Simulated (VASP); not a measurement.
Write the native input for VASP 6.6.1 that does the following.

| Property | Result |
| --- | --- |
| Task | single point |
| Functional | PBE |
| Dispersion | D3(BJ) |
| Potentials or basis | VASP PAW PBE potentials, release 64 (Ge_d) |
| Cutoff | 520 eV |
| k mesh | 12 × 12 × 1 |
| Occupations | gaussian, width 0.1 eV |
| Spin | no spin polarisation |
| Dipole correction | yes |
| Further INCAR settings | ALGO = Normal; EDIFF = 1e-07; NBANDS = 21 |

The structure of Ge lies in POSCAR:

```
Ge
1.0
    4.0950000000      0.0000000000      0.0000000000
   -2.0475000000      3.5463740285      0.0000000000
    0.0000000000      0.0000000000     28.0000000000
Ge
2
Direct
    0.3333333333      0.6666666667      0.5000000000
    0.6666666667      0.3333333333      0.5000000000
```

The input as run:

INCAR

```
SYSTEM = Ge
PREC = Accurate
ENCUT = 520
EDIFF = 1E-7
ISMEAR = 0
SIGMA = 0.1
LREAL = .FALSE.
LASPH = .TRUE.
NELM = 60
ALGO = Normal
ISIF = 2
LWAVE = .FALSE.
LCHARG = .FALSE.
LDIPOL = .TRUE.
IDIPOL = 3
DIPOL = 0.5 0.5 0.500
GGA = PE
IVDW = 12
NBANDS = 21
```

KPOINTS

```
Automatic mesh
0
G
  12 12 1
  0 0 0
```

Potentials or basis: VASP PAW PBE potentials, release 64 (Ge_d).

Run with:

```bash
$ cat potpaw_PBE.64/Ge_d/POTCAR > POTCAR
$ mpirun -np 1 vasp_std > vasp.out
```

Results of the run:

```
Band gap on the k mesh     : zero (bands 14 and 15 overlap by 1.44 eV)
Dispersion energy per atom : -0.149 eV
```

It took 4.8 min on 1 thread of Intel(R) Xeon(R) Platinum 8259CL CPU @ 2.50GHz (Skylake/Cascade Lake), with other jobs on the host, peak memory 0.53 GiB.
